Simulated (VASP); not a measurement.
Here is a VASP 6.6.1 calculation.

The input INCAR:

```
SYSTEM = Al
PREC = Accurate
ENCUT = 520
EDIFF = 1E-7
ISMEAR = 0
SIGMA = 0.1
LREAL = .False.
LASPH = .True.
NELM = 100
ALGO = Normal
ISIF = 2
LWAVE = .False.
LCHARG = .True.
GGA = PE
LELF = .True.
LVHAR = .True.
NBANDS = 10
```

KPOINTS

```
regular mesh
0
Gamma
  9 9 16
  0 0 0
```

The input POSCAR:

```
Al
1.0
    3.8676927454      0.0000000000      0.0101541575
    0.0000000000      3.8677060746      0.0000000000
   -1.9282564934      0.0000000000      2.1254381833
Al
2
Direct
    0.0000000000      0.0000000000      0.0000000000
    0.5000000000      0.5000000000      0.0000000000
```

Potentials or basis: VASP PAW PBE potentials, release 64 (Al).

Run with:

```bash
$ cat potpaw_PBE.64/Al/POTCAR > POTCAR
$ mpirun -np 1 vasp_std > vasp.out
```

What does it give for the pressure?

3.6 GPa.

Estimate the band gap on the k mesh.

zero (band 3 reaches 14.88 eV, above the bottom of band 4 at 4.45 eV).

Stress tensor (GPa, compression positive):
```
 5.32  0.00  0.02
 0.00  5.61  0.00
 0.02  0.00 -0.04
```
